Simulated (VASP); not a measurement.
# NiH3 (Pm-3m) in VASP: notebook

The runs below take NiH3 through single point, relaxation of cell and atoms, with PBE.

Everything below comes from runs of VASP 6.6.1. Logs are shortened: lines on timing, memory, paths and dates and some standing lists are left out, and cuts for length are marked.

### 1 The cell of the first run

The structure is cubic, space group Pm-3m (No. 221). Conventional cell: a = 2.665 Å, b = 2.665 Å, c = 2.665 Å, α = 90.00°, β = 90.00°, γ = 90.00°. Ni (site symmetry m-3m) has 12 H at 1.88 Å within 2.5 Å. H (site symmetry 4/mmm) has 4 Ni at 1.88 Å and 8 H at 1.88 Å within 2.5 Å.

### 2 Single point, PBE

Contents of INCAR:

```
PREC = Accurate
ENCUT = 520
EDIFF = 1E-7
ISMEAR = 0
SIGMA = 0.1
LREAL = F
LASPH = T
NELM = 100
ALGO = Normal
ISIF = 2
LWAVE = F
LCHARG = T
GGA = PE
LELF = T
LVHAR = T
NBANDS = 14
```

Contents of KPOINTS:

```
regular mesh
0
Gamma
  18 18 18
```

Contents of POSCAR:

```
NiH3
1.0
    2.6653552977      0.0000000000      0.0000000000
    0.0000000000      2.6653552977      0.0000000000
    0.0000000000      0.0000000000      2.6653552977
Ni H
1 3
Direct
    0.0000000000      0.0000000000      0.0000000000
    0.0000000000      0.5000000000      0.5000000000
    0.5000000000      0.0000000000      0.5000000000
    0.5000000000      0.5000000000      0.0000000000
```

Potentials or basis: VASP PAW PBE potentials, release 64 (Ni, H).

On the command line:

```sh
> cat potpaw_PBE.64/Ni/POTCAR potpaw_PBE.64/H/POTCAR > POTCAR
> mpirun -np 1 vasp_std > vasp.out
```

OUTCAR:

```text
PREC = Accurate
   ENCUT = 520
   EDIFF = 1E-7
   ISMEAR = 0
   LREAL = F
   LASPH = T
   NELM = 100
   ISIF = 2
   GGA = PE

 ion  position               nearest neighbor table
   1  0.000  0.000  0.000-   2 1.88   3 1.88   4 1.88   2 1.88   3 1.88   2 1.88   4 1.88   2 1.88
                             3 1.88   4 1.88   3 1.88   4 1.88
   2  0.000  0.500  0.500-   1 1.88   1 1.88   1 1.88   1 1.88
   3  0.500  0.000  0.500-   1 1.88   1 1.88   1 1.88   1 1.88
   4  0.500  0.500  0.000-   1 1.88   1 1.88   1 1.88   1 1.88

  LATTYP: Found a simple cubic cell.
 ALAT       =     2.6653552977

  Lattice vectors:

 A1 = (   2.6653552977,   0.0000000000,   0.0000000000)
 A2 = (   0.0000000000,   2.6653552977,   0.0000000000)
 A3 = (   0.0000000000,   0.0000000000,   2.6653552977)

Analysis of symmetry for initial positions (statically):
=====================================================================
 Subroutine PRICEL returns:
 Original cell was already a primitive cell.

 Routine SETGRP: Setting up the symmetry group for a
 simple cubic supercell.

 Subroutine GETGRP returns: Found 48 space group operations
 (whereof 48 operations were pure point group operations)
 out of a pool of 48 trial point group operations.

The static configuration has the point symmetry O_h .

Analysis of symmetry for dynamics (positions and initial velocities):
=====================================================================
 Subroutine PRICEL returns:
 Original cell was already a primitive cell.

 Routine SETGRP: Setting up the symmetry group for a
 simple cubic supercell.

 Subroutine GETGRP returns: Found 48 space group operations
 (whereof 48 operations were pure point group operations)
 out of a pool of 48 trial point group operations.

The dynamic configuration has the point symmetry O_h .

 Subroutine INISYM returns: Found 48 space group operations
 (whereof 48 operations are pure point group operations),
 and found     1 'primitive' translations

----------------------------------------------------------------------------------------

                                     Primitive cell

  volume of cell :      18.9350

  direct lattice vectors                    reciprocal lattice vectors
     2.665355298  0.000000000  0.000000000     0.375184502  0.000000000  0.000000000
     0.000000000  2.665355298  0.000000000     0.000000000  0.375184502  0.000000000
     0.000000000  0.000000000  2.665355298     0.000000000  0.000000000  0.375184502

  length of vectors
     2.665355298  2.665355298  2.665355298     0.375184502  0.375184502  0.375184502
[... 95 lines left out ...]
   PSTRESS=    0.0 pullay stress
   NELECT =      13.0000    total number of electrons
   NUPDOWN=      -1.0000    fix difference up-down
   EMIN   =  10.00;   EMAX   =-10.00  energy-range for DOS
   EFERMI =   0.00;   METHOD = LEGACY
   ISMEAR =     0;   SIGMA  =   0.10  broadening in eV -4-tet -1-fermi 0-gaus
   EFERMI_NEDOS =   21; number of points for ismear=-14 and -15
   IALGO  =     38    algorithm
   IMIX   =      4    mixing-type and parameters
     AMIX     =   0.40;   BMIX     =  1.00
     AMIX_MAG =   1.60;   BMIX_MAG =  1.00
  volume/ion in A,a.u.               =       4.73        31.94
  Fermi-wavevector in a.u.,A,eV,Ry     =   1.444223  2.729185 28.378750  2.085779
  Thomas-Fermi vector in A             =   2.562542
   LORBIT       =      0    0 simple, 1 ext, 2 COOP (PROOUT), +10 PAW based schemes
   GGA     = PE    functional components
   LHFCALC =     F    Hartree Fock is set to
   AEXX    =    0.0000 exact exchange contribution
   IVDW    =     0    specifies the selected vdW correction
   LEPSILON=     F    determine dielectric tensor
   LRPA    =     F    only Hartree local field effects (RPA)
 non-spin polarized calculation
 Gauss-broadening in eV      SIGMA  =   0.10
  energy-cutoff  :      520.00
  volume of cell :       18.94
 maximum number of plane-waves:       536
 NGX is ok and might be reduce to    20
   NGX =  9   NGY =  9   NGZ =  9

 number of electron      12.9999969 magnetization

 Free energy of the ion-electron system (eV)
  ---------------------------------------------------
  ext. energy  EPLUGINS =         0.00000000
  ---------------------------------------------------
  free energy    TOTEN  =       -14.26722703 eV

  energy without entropy =      -14.26276140  energy(sigma->0) =      -14.26499422

 E-fermi :   7.2331     XC(G=0): -12.3984

 val. band max:        7.2327354870   @ k =   0.5000   0.3333   0.3333
 cond. band min:       7.2429758244   @ k =   0.5000   0.5000   0.2778
 fundamental gap:      0.0102403373
 Fermi energy:         7.2331017332

 k-point     1 :       0.0000    0.0000    0.0000
  band No.  band energies     occupation
      1      -6.5297      2.00000
      2       2.6482      2.00000
      3       2.6482      2.00000
      4       5.6238      2.00000
      5       5.6238      2.00000
      6       5.6238      2.00000
      7      12.3076      0.00000
      8      12.3076      0.00000
      9      17.0217      0.00000
     10      17.0217      0.00000
     11      17.0217      0.00000
     12      21.7720      0.00000
     13      34.0923      0.00000
     14      34.0923      0.00000
[... 377 lines left out ...]
      1      -4.0575      2.00000
      2       1.2834      2.00000
      3       3.4802      2.00000
      4       4.8512      2.00000
      5       5.0354      2.00000
      6       5.5835      2.00000
      7       7.2666      0.63583
      8      10.8687      0.00000
      9      17.0264      0.00000
     10      20.4190      0.00000
     11      22.2298      0.00000
     12      23.6254      0.00000
     13      27.5703      0.00000
     14      28.0454      0.00000

 [... further k-points ...]
[... 5 lines left out ...]
  --------------------------------------------------------------------------------------
  -------------------------------------------------------------------------------------
  Total       -0.0295757     -0.0295757     -0.0295757     -0.0000000     -0.0000000     -0.0000000
  in kB       -2.5025349     -2.5025349     -2.5025349     -0.0000000     -0.0000000     -0.0000000
  external PRESSURE =      -2.5025349 kB  Pullay stress =       0.0000000 kB

 VOLUME and BASIS-vectors are now :
 -----------------------------------------------------------------------------
  energy-cutoff  :      520.00
  volume of cell :       18.94
      direct lattice vectors                 reciprocal lattice vectors
     2.665355298  0.000000000  0.000000000     0.375184502  0.000000000  0.000000000
     0.000000000  2.665355298  0.000000000     0.000000000  0.375184502  0.000000000
     0.000000000  0.000000000  2.665355298     0.000000000  0.000000000  0.375184502

 POSITION                                       TOTAL-FORCE (eV/Angst)
 -----------------------------------------------------------------------------------
      0.00000      0.00000      0.00000         0.000000      0.000000      0.000000
      0.00000      1.33268      1.33268         0.000000      0.000000      0.000000
      1.33268      0.00000      1.33268         0.000000      0.000000      0.000000
      1.33268      1.33268      0.00000         0.000000      0.000000      0.000000
 -----------------------------------------------------------------------------------
    total drift:                                0.000000      0.000000     -0.000000

  FREE ENERGIE OF THE ION-ELECTRON SYSTEM (eV)
  ---------------------------------------------------
  free  energy   TOTEN  =       -14.2672270267 eV

  energy  without entropy=      -14.2627614037  energy(sigma->0) =      -14.26499422
```

OSZICAR:

```text
N       E                     dE             d eps       ncg     rms          rms(c)
DAV:   1     0.399600666481E+02    0.39960E+02   -0.57912E+03  6358   0.107E+03
DAV:   2    -0.140798735418E+02   -0.54040E+02   -0.48766E+02  6580   0.195E+02
DAV:   3    -0.159501409592E+02   -0.18703E+01   -0.18553E+01  7642   0.398E+01
DAV:   4    -0.159644085912E+02   -0.14268E-01   -0.14266E-01  7128   0.316E+00
DAV:   5    -0.159647277315E+02   -0.31914E-03   -0.31913E-03  7724   0.473E-01    0.137E+01
DAV:   6    -0.162697284870E+02   -0.30500E+00   -0.41709E+01  7612   0.827E+01    0.133E+01
DAV:   7    -0.142766577235E+02    0.19931E+01   -0.13450E+01  7598   0.510E+01    0.258E+00
DAV:   8    -0.142708783014E+02    0.57794E-02   -0.76588E-02  6556   0.216E+00    0.982E-01
DAV:   9    -0.142679059953E+02    0.29723E-02   -0.35655E-02  9234   0.182E+00    0.392E-01
DAV:  10    -0.142672969853E+02    0.60901E-03   -0.24110E-03  7830   0.519E-01    0.132E-01
DAV:  11    -0.142672303829E+02    0.66602E-04   -0.19229E-04  9294   0.103E-01    0.174E-02
DAV:  12    -0.142672279957E+02    0.23872E-05   -0.12058E-05  8008   0.325E-02    0.516E-03
DAV:  13    -0.142672271505E+02    0.84522E-06   -0.59859E-07  6672   0.637E-03    0.758E-04
DAV:  14    -0.142672269943E+02    0.15619E-06   -0.27341E-08  3746   0.130E-03    0.198E-04
DAV:  15    -0.142672270267E+02   -0.32387E-07   -0.38665E-09  3398   0.813E-04
   1 F= -.14267227E+02 E0= -.14264994E+02  d E =-.446562E-02
```

Run time: 72 s. Hardware: 1 thread of Intel Xeon Platinum 8259CL at 2.50GHz (Skylake/Cascade Lake), shared host; peak memory 0.17 GiB.

What came out:

| Item | Value |
| --- | --- |
| Free energy | -14.2672 eV |
| Pressure | -0.3 GPa |

Spin polarisation is off, so any magnetic state and its effect on volume and gap are missing.

### 3 Relaxation of cell and atoms, PBE, collinear spin, ferromagnetic start

This run uses another cell than the first one, of 6.54 Å³/atom, 1.382 times its volume.

Contents of INCAR:

```
ALGO     = Normal         # electronic algorithm
EDIFF    = 1E-6           # SCF threshold, eV
EDIFFG   = -0.04          # ionic threshold
ENCUT    = 600            # plane-wave cutoff, eV
GGA      = PE             # functional
IBRION   = 2              # ionic algorithm
ISIF     = 3              # what is computed and relaxed
ISMEAR   = 0              # smearing method
ISPIN    = 2              # spin polarisation
LASPH    = True           # aspherical terms in the spheres
LCHARG   = False          # write CHGCAR
LMAXMIX  = 4              # l up to which the mixer works
LORBIT   = 11             # projections on sites
LREAL    = False          # projectors in reciprocal space
LWAVE    = False          # write WAVECAR
MAGMOM   = 0.24 0 0 0     # initial moments
NELM     = 150            # most SCF steps
NSW      = 90             # ionic steps
PREC     = Accurate       # precision mode
SIGMA    = 0.1            # smearing width, eV
```

Contents of KPOINTS:

```
k-points
0
Gamma
  6 6 6
```

Contents of POSCAR:

```
NiH3
1.0
    2.9688842105      0.0000000000      0.0000000000
    0.0000000000      2.9688842105      0.0000000000
    0.0000000000      0.0000000000      2.9688842105
Ni H
1 3
Direct
    0.0000000000      0.0000000000      0.0000000000
    0.0000000000      0.5000000000      0.5000000000
    0.5000000000      0.0000000000      0.5000000000
    0.5000000000      0.5000000000      0.0000000000
```

Potentials or basis: VASP PAW PBE potentials, release 64 (Ni, H).

On the command line:

```sh
> cat potpaw_PBE.64/Ni/POTCAR potpaw_PBE.64/H/POTCAR > POTCAR
> mpirun -np 1 vasp_std > vasp.out
```

Wall time 69 s (1 thread of Intel Xeon Platinum 8259CL at 2.50GHz (Skylake/Cascade Lake), shared host); peak memory 0.16 GiB.

Results (log left out):

```yaml
Free_energy: -14.2278 eV
Relaxed_volume: 4.73 Å³/atom
Relaxed_cell: a = 2.664 Å, b = 2.664 Å, c = 2.664 Å, α = 90.00°, β = 90.00°, γ = 90.00°
Space_group_after_relaxing_to_0.05_Å: Pm-3m (No. 221)
Energy_gained_by_relaxing: 219.0 meV/atom
Ionic_steps: 4
Pressure_after_relaxing: 0.6 GPa
Net_moment: 0.00 μB per cell
Valence_electrons_inside_the_program's_atomic_spheres: Ni 9.45; H 0.48
```

Step by step:
| step | energy change (eV) | largest force (eV/Å) | pressure (GPa) | volume (Å³) |
| --- | --- | --- | --- | --- |
| 1 | 0.0000 | 0.0000 | -30.10 | 26.17 |
| 2 | -0.6906 | 0.0000 | -18.61 | 21.78 |
| 3 | -0.8736 | 0.0000 | -2.64 | 19.25 |
| 4 | -0.8759 | 0.0000 | 0.57 | 18.90 |

Final structure:
```
Ni H
1.0
     2.66372    0.00000    0.00000
     0.00000    2.66372    0.00000
     0.00000    0.00000    2.66372
Ni H
1 3
Cartesian
  0.0000 0.0000 0.0000
  0.0000 1.3319 1.3319
  1.3319 0.0000 1.3319
  1.3319 1.3319 0.0000
```

Levels at points of the mesh, in eV from the Fermi level:
Spin up:
| k point | band 4 | band 5 | band 6 | band 7 | band 8 | band 9 | band 10 |
| --- | --- | --- | --- | --- | --- | --- | --- |
| (0.00, 0.00, 0.00) | -1.69 | -1.69 | -1.69 | 5.03 | 5.03 | 9.75 | 9.75 |
| (0.50, 0.00, 0.00) | -2.47 | -2.47 | -1.63 | -0.58 | 3.44 | 13.27 | 15.39 |
| (0.50, 0.50, 0.00) | -3.68 | -2.30 | -2.30 | -1.19 | 2.03 | 3.78 | 14.92 |
| (0.50, 0.50, 0.50) | -1.15 | -1.15 | 3.07 | 3.07 | 3.07 | 4.42 | 4.42 |
Spin down:
```
           k point  band 3  band 4  band 5  band 6  band 7  band 8  band 9  band 10
(0.00, 0.00, 0.00)   -4.66   -1.69   -1.69   -1.69    5.03    5.03    9.75     9.75
(0.50, 0.00, 0.00)   -3.49   -2.47   -2.47   -1.63   -0.58    3.44   13.27    15.39
(0.50, 0.50, 0.00)   -4.90   -3.68   -2.30   -2.30   -1.19    2.03    3.78    14.92
(0.50, 0.50, 0.50)   -6.11   -1.15   -1.15    3.07    3.07    3.07    4.42     4.42
```

Caveat: the volume moved by over 15 % at a fixed basis, so the end points are rough.

### 4 Relaxation of cell and atoms, PBE

Contents of INCAR:

```
PREC = Accurate
ENCUT = 600
EDIFF = 1E-6
ISMEAR = 0
SIGMA = 0.1
LREAL = F
LASPH = T
NELM = 80
ALGO = Normal
ISIF = 3
LWAVE = F
LCHARG = F
GGA = PE
IBRION = 2
NSW = 100
EDIFFG = -0.01
```

Contents of KPOINTS:

```
Automatic mesh
0
Gamma
  18 18 18
```

Contents of POSCAR:

```
NiH3
1.0
    2.6668412249      0.0000000000      0.0000000000
    0.0000000000      2.6668412249      0.0000000000
    0.0000000000      0.0000000000      2.6668412249
Ni H
1 3
Direct
    0.0000000000      0.0000000000      0.0000000000
    0.0000000000      0.5000000000      0.5000000000
    0.5000000000      0.0000000000      0.5000000000
    0.5000000000      0.5000000000      0.0000000000
```

On the command line:

```sh
> cat potpaw_PBE.64/Ni/POTCAR potpaw_PBE.64/H/POTCAR > POTCAR
> mpirun -np 1 vasp_std > vasp.out
```

Run time: 64 s. Hardware: 1 thread of Intel Xeon Platinum 8259CL at 2.50GHz (Skylake/Cascade Lake), shared host; peak memory 0.19 GiB.

Results (log left out):

```yaml
Free_energy: -14.2683 eV
Relaxed_volume: 4.73 Å³/atom
Relaxed_cell: a = 2.665 Å, b = 2.665 Å, c = 2.665 Å, α = 90.00°, β = 90.00°, γ = 90.00°
Space_group_after_relaxing_to_0.05_Å: Pm-3m (No. 221)
Energy_gained_by_relaxing: 0.0 meV/atom
Ionic_steps: 2
Pressure_after_relaxing: -0.1 GPa
```

Final structure:
```
Ni H
1.0
     2.66517    0.00000    0.00000
     0.00000    2.66517    0.00000
     0.00000    0.00000    2.66517
Ni H
1 3
Direct
  0.00000 0.00000 0.00000
  0.00000 0.50000 0.50000
  0.50000 0.00000 0.50000
  0.50000 0.50000 0.00000
```

Levels at points of the mesh, in eV from the Fermi level:
| k point | band 5 | band 6 | band 7 | band 8 | band 9 | band 10 |
| --- | --- | --- | --- | --- | --- | --- |
| (0.00, 0.00, 0.00) | -1.61 | -1.61 | 5.07 | 5.07 | 9.79 | 9.79 |
| (0.50, 0.00, 0.00) | -2.40 | -1.55 | -0.51 | 3.47 | 13.29 | 15.42 |
| (0.50, 0.50, 0.00) | -2.22 | -2.22 | -1.11 | 2.09 | 3.83 | 14.95 |
| (0.50, 0.50, 0.50) | -1.07 | 3.12 | 3.12 | 3.12 | 4.46 | 4.46 |

Spin polarisation is off, so any magnetic state and its effect on volume and gap are missing.

### 5 Summary

| task | spin | cell | k mesh | cutoff (eV) | gap on the mesh (eV) | pressure (GPa) |
| --- | --- | --- | --- | --- | --- | --- |
| single point | off | a = 2.665 Å, 4 atoms | 18 × 18 × 18 | 520 | none | -0.3 |
| relaxation of cell and atoms | collinear, ferromagnetic start | relaxed from a = 2.969 Å, 4 atoms | 6 × 6 × 6 | 600 | none | 0.6 |
| relaxation of cell and atoms | off | relaxed from a = 2.667 Å, 4 atoms | 18 × 18 × 18 | 600 | none | -0.1 |

Alike in all rows: level PBE; potentials or basis VASP PAW PBE potentials, release 64 (Ni, H); smearing gaussian 0.1 eV.

Caveats: the volume moved by over 15 % at a fixed basis, so the end points are rough (some runs).

Absolute energies hang on the potentials; compare differences alone.
